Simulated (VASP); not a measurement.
# TaN (P1) in VASP: notebook

The runs below take TaN through single point, with r2SCAN.

Everything below comes from runs of VASP 6.6.1. Logs are shortened: lines on timing, memory, paths and dates and some standing lists are left out, and cuts for length are marked.

### Step 1. The cell of the first run

The typed cell holds 2 atoms: a = 2.938 Å, b = 2.938 Å, c = 2.883 Å, α = 90.00°, β = 90.00°, γ = 120.00°.

### Step 2. Single point, r2SCAN

POSCAR

```
TaN
1.0
    2.9380000000      0.0000000000      0.0000000000
   -1.4690000000      2.5443826363      0.0000000000
    0.0000000000      0.0000000000      2.8830000000
Ta N
1 1
Direct
    0.0114440000      0.0083290000      0.4832640000
    0.6525550000      0.3388060000      0.0058730000
```

INCAR.step1

```
ALGO = Normal
EDIFF = 1E-4
ENCUT = 520
GGA = PE
ISMEAR = 0
LASPH = True
LCHARG = False
LREAL = False
LWAVE = True
NBANDS = 15
NELM = 80
PREC = Accurate
SIGMA = 0.05
```

INCAR.step2

```
ALGO = Normal
EDIFF = 1E-7
ENCUT = 520
ISIF = 2
ISMEAR = 0
ISTART = 1
LASPH = True
LCHARG = False
LMIXTAU = True
LREAL = False
LWAVE = False
METAGGA = R2SCAN
NBANDS = 15
NELM = 80
PREC = Accurate
SIGMA = 0.05
```

KPOINTS

```
k-points
0
Gamma
  9 9 8
```

Potentials or basis: VASP PAW PBE potentials, release 64 (Ta_pv, N).

Launch:

```bash
$ cat potpaw_PBE.64/Ta_pv/POTCAR potpaw_PBE.64/N/POTCAR > POTCAR
$ cp INCAR.step1 INCAR
$ mpirun -np 1 vasp_std > vasp.out
$ cp INCAR.step2 INCAR
$ mpirun -np 1 vasp_std > vasp.out
```

OUTCAR:

```text
EDIFF = 1E-7
   ENCUT = 520
   ISIF = 2
   ISMEAR = 0
   ISTART = 1
   LASPH = True
   LREAL = False
   METAGGA = R2SCAN
   NELM = 80
   PREC = Accurate

 ion  position               nearest neighbor table
   1  0.011  0.008  0.483-   2 2.13   2 2.19   2 2.22   2 2.23   2 2.28   2 2.31
   2  0.653  0.339  0.006-   1 2.13   1 2.19   1 2.22   1 2.23   1 2.28   1 2.31

  LATTYP: Found a hexagonal cell.
 ALAT       =     2.9380000000
 C/A-ratio  =     0.9812797822

  Lattice vectors:

 A1 = (   2.9380000000,   0.0000000000,   0.0000000000)
 A2 = (  -1.4690000000,   2.5443826363,   0.0000000000)
 A3 = (   0.0000000000,   0.0000000000,   2.8830000000)

Analysis of symmetry for initial positions (statically):
=====================================================================
 Subroutine PRICEL returns:
 Original cell was already a primitive cell.

 Routine SETGRP: Setting up the symmetry group for a
 hexagonal supercell.

 Subroutine GETGRP returns: Found  1 space group operations
 (whereof  1 operations were pure point group operations)
 out of a pool of 24 trial point group operations.

The static configuration has the point symmetry C_1 .

Analysis of symmetry for dynamics (positions and initial velocities):
=====================================================================
 Subroutine PRICEL returns:
 Original cell was already a primitive cell.

 Routine SETGRP: Setting up the symmetry group for a
 hexagonal supercell.

 Subroutine GETGRP returns: Found  1 space group operations
 (whereof  1 operations were pure point group operations)
 out of a pool of 24 trial point group operations.

The dynamic configuration has the point symmetry C_1 .

 Subroutine INISYM returns: Found  1 space group operations
 (whereof  1 operations are pure point group operations),
 and found     1 'primitive' translations

----------------------------------------------------------------------------------------

                                     Primitive cell

  volume of cell :      21.5516

  direct lattice vectors                    reciprocal lattice vectors
     2.938000000  0.000000000  0.000000000     0.340367597  0.196511324  0.000000000
    -1.469000000  2.544382636  0.000000000     0.000000000  0.393022648  0.000000000
     0.000000000  0.000000000  2.883000000     0.000000000  0.000000000  0.346860909

  length of vectors
     2.938000000  2.938000000  2.883000000     0.393022648  0.393022648  0.346860909

  position of ions in fractional coordinates (direct lattice)
     0.011444000  0.008329000  0.483264000
     0.652555000  0.338806000  0.005873000

  ion indices of the primitive-cell ions
   primitive index   ion index
                 1           1
                 2           2

----------------------------------------------------------------------------------------

 KPOINTS: k-points

Automatic generation of k-mesh.
 Grid dimensions read from file:
 generate k-points for:    9    9    8

 Generating k-lattice:

  Cartesian coordinates                     Fractional coordinates (reciprocal lattice)
     0.037818622  0.021834592  0.000000000     0.111111111  0.000000000  0.000000000
     0.000000000  0.043669183  0.000000000     0.000000000  0.111111111  0.000000000
     0.000000000  0.000000000  0.043357614     0.000000000  0.000000000  0.125000000

  Length of vectors
     0.043669183  0.043669183  0.043357614

  Shift w.r.t. Gamma in fractional coordinates (k-lattice)
     0.000000000  0.000000000  0.000000000

 Subroutine IBZKPT returns following result:
 ===========================================

 Found    325 irreducible k-points:

 Following reciprocal coordinates:
            Coordinates               Weight
  0.000000  0.000000  0.000000      1.000000
  0.111111 -0.000000  0.000000      2.000000
  0.000000  0.111111  0.000000      2.000000
 -0.111111  0.111111  0.000000      2.000000
  0.222222 -0.000000  0.000000      2.000000
  0.000000  0.222222  0.000000      2.000000
[... 16 lines left out ...]
  0.333333  0.111111  0.000000      2.000000
 -0.111111  0.444444  0.000000      2.000000
 [... further k-points ...]
   k-points           NKPTS =    325   k-points in BZ     NKDIM =    325   number of bands    NBANDS=     15
   number of dos      NEDOS =    301   number of ions     NIONS =      2
   total plane-waves  NPLWV =  13824
   dimension x,y,z NGX =    24 NGY =   24 NGZ =   24
   dimension x,y,z NGXF=    48 NGYF=   48 NGZF=   48
   ions per type =               1   1
   NGX,Y,Z   is equivalent  to a cutoff of  13.58, 13.58, 13.84 a.u.
   NGXF,Y,Z  is equivalent  to a cutoff of  27.16, 27.16, 27.68 a.u.
 SYSTEM =  unknown system
   PREC   = accura    normal or accurate (medium, high low for compatibility)
   ISTART =      1    job   : 0-new  1-cont  2-samecut
   ICHARG =      0    charge: 1-file 2-atom 10-const
   ISPIN  =      1    spin polarized calculation?
   LNONCOLLINEAR =      F non collinear calculations
   LSORBIT =      F    spin-orbit coupling
   LASPH  =      T    aspherical Exc in radial PAW
   ENCUT  =  520.0 eV  38.22 Ry    6.18 a.u.   5.46  5.46  5.36*2*pi/ulx,y,z
   NELM   =     80;   NELMIN=  2; NELMDL=  0     # of ELM steps
   EDIFF  = 0.1E-06   stopping-criterion for ELM
   LREAL  =      F    real-space projection
   EDIFFG = 0.1E-05   stopping-criterion for IOM
   NSW    =      0    number of steps for IOM
   IBRION =     -1    ionic relax: 0-MD 1-quasi-New 2-CG
   NFREE  =      0    steps in history (QN), initial steepest desc. (CG)
   ISIF   =      2    stress and relaxation
   ISYM   =      2    0-nonsym 1-usesym 2-fastsym
   POTIM  = 0.5000    time-step for ionic-motion
   TEBEG  =    0.0;   TEEND  =   0.0 temperature during run
   PSTRESS=    0.0 pullay stress
   NELECT =      16.0000    total number of electrons
   NUPDOWN=      -1.0000    fix difference up-down
   EMIN   =  10.00;   EMAX   =-10.00  energy-range for DOS
   EFERMI =   0.00;   METHOD = LEGACY
   ISMEAR =     0;   SIGMA  =   0.05  broadening in eV -4-tet -1-fermi 0-gaus
   EFERMI_NEDOS =   21; number of points for ismear=-14 and -15
   IALGO  =     38    algorithm
   IMIX   =      4    mixing-type and parameters
     AMIX     =   0.40;   BMIX     =  1.00
     AMIX_MAG =   1.60;   BMIX_MAG =  1.00
  volume/ion in A,a.u.               =      10.78        72.72
  Fermi-wavevector in a.u.,A,eV,Ry     =   1.482365  2.801264 29.897531  2.197407
  Thomas-Fermi vector in A             =   2.596160
   LORBIT       =      0    0 simple, 1 ext, 2 COOP (PROOUT), +10 PAW based schemes
   METAGGA = R2SCAN    functional components
   LHFCALC =     F    Hartree Fock is set to
   AEXX    =    0.0000 exact exchange contribution
   IVDW    =     0    specifies the selected vdW correction
   LEPSILON=     F    determine dielectric tensor
   LRPA    =     F    only Hartree local field effects (RPA)
 non-spin polarized calculation
 Gauss-broadening in eV      SIGMA  =   0.05
  energy-cutoff  :      520.00
  volume of cell :       21.55
 maximum number of plane-waves:       599
 NGX is ok and might be reduce to    24
   NGX = 11   NGY = 11   NGZ = 11

 number of electron      16.0000000 magnetization

 Free energy of the ion-electron system (eV)
  ---------------------------------------------------
  ext. energy  EPLUGINS =         0.00000000
  ---------------------------------------------------
  free energy    TOTEN  =       -60.33039161 eV

  energy without entropy =      -60.33026947  energy(sigma->0) =      -60.33033054

 E-fermi :   8.2324     XC(G=0): -14.3431

 val. band max:        8.2247018740   @ k =   0.0000   0.0000   0.3750
 cond. band min:       8.4241091655   @ k =   0.0000   0.0000   0.3750
 fundamental gap:      0.1994072915
 Fermi energy:         8.2323826776

 k-point     1 :       0.0000    0.0000    0.0000
  band No.  band energies     occupation
      1     -27.9158      2.00000
      2     -27.6581      2.00000
      3     -27.6533      2.00000
      4     -10.5901      2.00000
      5       3.2451      2.00000
      6       3.3657      2.00000
      7       3.7580      2.00000
      8       5.2774      2.00000
      9      10.5374      0.00000
     10      11.6687      0.00000
     11      12.2344      0.00000
     12      12.4930      0.00000
     13      12.6861      0.00000
     14      18.8525      0.00000
     15      22.1339      0.00000

 k-point     2 :       0.1111   -0.0000    0.0000
  band No.  band energies     occupation
      1     -27.8988      2.00000
      2     -27.7900      2.00000
      3     -27.6867      2.00000
      4     -10.3280      2.00000
      5       2.6344      2.00000
      6       3.4988      2.00000
      7       3.9654      2.00000
      8       4.9647      2.00000
      9      10.9481      0.00000
     10      11.6657      0.00000
     11      12.1920      0.00000
     12      12.6034      0.00000
     13      12.9147      0.00000
     14      18.8526      0.00000
     15      22.2943      0.00000

 k-point     3 :       0.0000    0.1111    0.0000
  band No.  band energies     occupation
      1     -27.8992      2.00000
      2     -27.7908      2.00000
      3     -27.6842      2.00000
      4     -10.3383      2.00000
      5       2.6335      2.00000
      6       3.4820      2.00000
      7       3.9934      2.00000
      8       5.0085      2.00000
      9      11.0949      0.00000
     10      11.5478      0.00000
     11      12.1641      0.00000
     12      12.5457      0.00000
     13      12.9151      0.00000
     14      18.8526      0.00000
     15      22.0947      0.00000

 k-point     4 :      -0.1111    0.1111    0.0000
  band No.  band energies     occupation
      1     -27.8995      2.00000
      2     -27.7913      2.00000
      3     -27.6823      2.00000
      4     -10.3468      2.00000
      5       2.6176      2.00000
      6       3.5559      2.00000
      7       3.9490      2.00000
      8       5.0343      2.00000
      9      11.1035      0.00000
     10      11.7560      0.00000
     11      12.0594      0.00000
     12      12.4124      0.00000
     13      12.8802      0.00000
     14      18.8525      0.00000
     15      21.9454      0.00000
[... 307 lines left out ...]
 k-point    22 :       0.3333   -0.1111    0.0000
  band No.  band energies     occupation
      1     -28.3282      2.00000
      2     -27.8534      2.00000
      3     -27.8200      2.00000
      4      -9.1398      2.00000
      5       0.6643      2.00000
      6       3.4013      2.00000
      7       4.0040      2.00000
      8       5.3955      2.00000
      9       9.9536      0.00000
     10      11.4330      0.00000
     11      12.9466      0.00000
     12      14.2688      0.00000
     13      14.7442      0.00000
     14      18.8524      0.00000
     15      22.7377      0.00000

 k-point    23 :       0.3333    0.1111    0.0000
  band No.  band energies     occupation
      1     -28.5967      2.00000
      2     -27.9447      2.00000
      3     -27.7769      2.00000
      4      -8.4142      2.00000
      5      -0.1177      2.00000
      6       2.7885      2.00000
      7       3.8658      2.00000
      8       5.7016      2.00000
      9      10.5981      0.00000
     10      11.0986      0.00000
     11      13.1262      0.00000
     12      14.8179      0.00000
     13      16.5706      0.00000
     14      18.8511      0.00000
     15      22.3132      0.00000

 k-point    24 :      -0.1111    0.4444    0.0000
  band No.  band energies     occupation
      1     -28.5840      2.00000
      2     -27.9448      2.00000
      3     -27.7804      2.00000
      4      -8.5338      2.00000
      5       0.0077      2.00000
      6       3.0145      2.00000
      7       3.7358      2.00000
      8       5.9152      2.00000
      9      10.5818      0.00000
     10      10.8842      0.00000
     11      13.3753      0.00000
     12      14.5072      0.00000
     13      16.2845      0.00000
     14      18.8502      0.00000
     15      21.9175      0.00000

 [... further k-points ...]
[... 5 lines left out ...]
  --------------------------------------------------------------------------------------
  -------------------------------------------------------------------------------------
  Total        0.3622252      0.2591041      0.6024427      0.1385835     -0.0419931     -0.2318949
  in kB       26.9283887     19.2622018     44.7865327     10.3025142     -3.1218321    -17.2394326
  external PRESSURE =      30.3257077 kB  Pullay stress =       0.0000000 kB

 VOLUME and BASIS-vectors are now :
 -----------------------------------------------------------------------------
  energy-cutoff  :      520.00
  volume of cell :       21.55
      direct lattice vectors                 reciprocal lattice vectors
     2.938000000  0.000000000  0.000000000     0.340367597  0.196511324  0.000000000
    -1.469000000  2.544382636  0.000000000     0.000000000  0.393022648  0.000000000
     0.000000000  0.000000000  2.883000000     0.000000000  0.000000000  0.346860909

 POSITION                                       TOTAL-FORCE (eV/Angst)
 -----------------------------------------------------------------------------------
      0.02139      0.02119      1.39325        -0.974867     -0.130302      0.958189
      1.41950      0.86205      0.01693         0.974867      0.130302     -0.958189
 -----------------------------------------------------------------------------------
    total drift:                                0.000132     -0.000423      0.000034

  FREE ENERGIE OF THE ION-ELECTRON SYSTEM (eV)
  ---------------------------------------------------
  free  energy   TOTEN  =       -60.3303916121 eV

  energy  without entropy=      -60.3302694658  energy(sigma->0) =      -60.33033054
```

Wall time 2.6 min (1 thread of Intel Xeon Platinum 8488C (Sapphire Rapids), shared host); peak memory 0.22 GiB.

What came out:

- Free energy: -60.3304 eV
- Pressure: 3.0 GPa
- Largest force: 1.373 eV/Å
- Band gap on the k mesh: zero (band 8 reaches 8.22 eV, above the bottom of band 9 at 8.17 eV)

Forces on the atoms (eV/Å):
```
Ta  -0.975 -0.130  0.958
N    0.975  0.130 -0.958
```

Stress tensor (GPa, compression positive):
```
 2.69  1.03 -1.72
 1.03  1.93 -0.31
-1.72 -0.31  4.48
```

Caveat: the PAW data sets were made with another functional, which shifts forces and pressure a little; spin-orbit coupling is left out, which moves the levels of the heavy elements.

### Step 3. Single point, r2SCAN

POSCAR is that of step 2.

INCAR.step1

```
PREC = Accurate
ENCUT = 520
ISMEAR = 0
SIGMA = 0.05
LREAL = F
LASPH = T
NELM = 60
NBANDS = 15
GGA = PE
ALGO = Normal
EDIFF = 1E-4
LWAVE = T
LCHARG = F
```

INCAR.step2

```
PREC = Accurate
ENCUT = 520
EDIFF = 1E-7
ISMEAR = 0
SIGMA = 0.05
LREAL = F
LASPH = T
NELM = 60
ALGO = Normal
ISIF = 2
LWAVE = F
LCHARG = F
METAGGA = R2SCAN
LMIXTAU = T
NBANDS = 15
ISTART = 1
```

KPOINTS

```
regular mesh
0
Gamma
  12 12 10
```

Potentials or basis: VASP PAW PBE potentials, release 64 (Ta_pv, N).

Launch:

```bash
$ cat potpaw_PBE.64/Ta_pv/POTCAR potpaw_PBE.64/N/POTCAR > POTCAR
$ cp INCAR.step1 INCAR
$ mpirun -np 1 vasp_std > vasp.out
$ cp INCAR.step2 INCAR
$ mpirun -np 1 vasp_std > vasp.out
```

It took 5.8 min on 1 thread of Intel Xeon Platinum 8488C (Sapphire Rapids), shared host; peak memory 0.34 GiB.

It converged, with:

* Free energy: -60.3302 eV
* Pressure: 3.0 GPa
* Largest force: 1.374 eV/Å
* Band gap on the k mesh: zero (band 8 reaches 8.39 eV, above the bottom of band 9 at 8.17 eV)

Forces in eV/Å, atoms in the order of the input:
```
Ta  -0.976 -0.132  0.957
N    0.976  0.132 -0.957
```

Stress tensor (GPa, compression positive):
```
 2.78  1.00 -1.73
 1.00  2.02 -0.31
-1.73 -0.31  4.29
```

Levels at points of the mesh, in eV from the Fermi level:
| k point | band 5 | band 6 | band 7 | band 8 | band 9 | band 10 | band 11 | band 12 |
| --- | --- | --- | --- | --- | --- | --- | --- | --- |
| (0.00, 0.00, 0.00) | -5.07 | -4.95 | -4.56 | -3.04 | 2.22 | 3.35 | 3.92 | 4.18 |
| (0.50, 0.00, 0.00) | -8.88 | -5.76 | -3.87 | -3.33 | 3.21 | 4.01 | 5.29 | 5.75 |
| (0.00, 0.50, 0.00) | -8.69 | -5.56 | -4.19 | -3.00 | 3.11 | 4.04 | 5.31 | 5.39 |
| (0.50, 0.50, 0.00) | -8.56 | -5.39 | -3.97 | -3.26 | 3.09 | 4.07 | 4.92 | 5.41 |
| (0.00, 0.00, 0.50) | -9.81 | -4.50 | -3.72 | -0.21 | -0.15 | 2.37 | 2.93 | 4.19 |
| (0.50, 0.00, 0.50) | -7.58 | -6.35 | -5.89 | -0.86 | 4.38 | 5.40 | 6.04 | 7.13 |
| (0.00, 0.50, 0.50) | -7.76 | -6.56 | -6.02 | -0.60 | 4.24 | 5.37 | 6.01 | 7.42 |
| (0.50, 0.50, 0.50) | -7.90 | -6.71 | -6.19 | -0.37 | 4.30 | 5.36 | 6.00 | 7.64 |

Caveat: the PAW data sets were made with another functional, which shifts forces and pressure a little; spin-orbit coupling is left out, which moves the levels of the heavy elements.
